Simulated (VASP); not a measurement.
Here is a VASP 6.6.1 calculation.

File INCAR:

```
PREC = Accurate ; ENCUT = 520
EDIFF = 1E-6 ; ISMEAR = 0
SIGMA = 0.05 ; LREAL = F
LASPH = T ; NELM = 100
ALGO = Normal ; ISIF = 2
LWAVE = F ; LCHARG = T
GGA = PE ; LELF = T
LVHAR = T ; NBANDS = 16
```

The input KPOINTS:

```
Automatic mesh
0
Gamma
  9 9 6
```

The input POSCAR:

```
MgO
1.0
    3.4802931548      0.0000000000      0.0000000000
   -1.7401465774      3.0140222847      0.0000000000
    0.0000000000      0.0000000000      4.3381600378
Mg O
2 2
Direct
    0.6778828062      0.3333333333      0.7500000000
    0.3445494728      0.6666666667      0.2500000000
    0.6496275848      0.3333333333      0.2500000000
    0.3162942515      0.6666666667      0.7500000000
```

Potentials or basis: VASP PAW PBE potentials, release 64 (Mg, O).

The run is started by

```bash
$ cat potpaw_PBE.64/Mg/POTCAR potpaw_PBE.64/O/POTCAR > POTCAR
$ mpirun -np 1 vasp_std > vasp.out
```

Task: Predict the pressure.

Result: 0.5 GPa.

Task: Predict the band gap on the k mesh.

Result: 3.20 eV, direct.

Task: Estimate the largest force.

Result: 0.951 eV/Å.

Forces on the atoms (eV/Å):
```
Mg  -0.939 -0.154  0.000
Mg  -0.939  0.154  0.000
O    0.939 -0.156  0.000
O    0.939  0.156  0.000
```

Caveat: the cell differs from its parent crystal (mode 8 frozen in at -0.060 Å, strain +e along z and -e/2 along x and y +0.0233).
